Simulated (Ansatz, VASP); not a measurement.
## One calculation of CdTe, two programs

The input INCAR:

```
SYSTEM = CdTe
ALGO = Normal
EDIFF = 1E-6
EDIFFG = -0.01
ENCUT = 600
GGA = PE
IBRION = 2
ISIF = 3
ISMEAR = 0
LASPH = .TRUE.
LCHARG = .FALSE.
LREAL = .FALSE.
LWAVE = .FALSE.
NELM = 80
NSW = 100
PREC = Accurate
SIGMA = 0.02
```

KPOINTS

```
k-points
0
G
  6 6 4
  0 0 0
```

The input POSCAR:

```
CdTe
1.0
    4.7022808726      0.0000000000      0.0000000000
    0.0000000000      4.7022808726      0.0000000000
    0.0000000000      0.0000000000      6.4934483091
Cd Te
2 2
Direct
    0.0000000000      0.0000000000      0.0000000000
    0.5000000000      0.5000000000      0.0000000000
    0.5000000000      0.0000000000      0.7305277160
    0.0000000000      0.5000000000      0.2694722840
```

Input for Ansatz:

```yaml
crystal:
  lattice:
    - [4.7022808726, 0.0, 0.0]
    - [0.0, 4.7022808726, 0.0]
    - [0.0, 0.0, 6.4934483091]
  atoms:
    - { symbol: Cd, position: [0.0, 0.0, 0.0] }
    - { symbol: Cd, position: [0.5, 0.5, 0.0] }
    - { symbol: Te, position: [0.5, 0.0, 0.730527716] }
    - { symbol: Te, position: [0.0, 0.5, 0.269472284] }
basis:
  ecutwfc: 420
kpoints:
  mp_grid: { grid: [6, 6, 4] }
hamiltonian:
  xc: pbe
scf:
  occupations: { method: gaussian, width: 0.02 }
output:
  forces: true
  stress: true
  eigenvalues: true
  write_density: true
  write_potential: true
  elf: true
  volumetric_format: npy
relax:
  adjacent_minimum: "off"
  f_tol: 0.01
  max_steps: 80
  cell: { stress_tol: 0.05 }
```

Change from the starting cell: ordered vacancies on the cation sites of antifluorite (P4/nmm, No. 129).

Alike in both runs: task relaxation of cell and atoms; functional PBE; k mesh 6 × 6 × 4; occupations gaussian, width 0.02 eV; no spin polarisation.

|  | VASP | Ansatz |
| --- | --- | --- |
| version | VASP 6.6.1 | Ansatz 0.2.0 |
| potentials or method | VASP PAW PBE potentials, release 64 (Cd, Te), cutoff 600 eV | scalar-relativistic, plane waves, PAW |
| valence electrons in the cell | 36 | 72 |

|  | VASP | Ansatz | Ansatz less VASP |
| --- | --- | --- | --- |
| gap on the k mesh at the Fermi level, each at its own relaxed structure (eV) | 0.92 | 0.93 | +0.016 |
| relaxed volume (Å³/atom) | 36.02 | 35.89 | -0.123 |
| relaxed length of the cell vector where the two differ most in proportion (Å) | 6.501 | 6.493 | -0.0076 |

VASP's potentials hold 36 valence electrons a cell and Ansatz's 72, so a difference there can come from the potentials and not from the codes.

Spin-orbit coupling is off throughout.
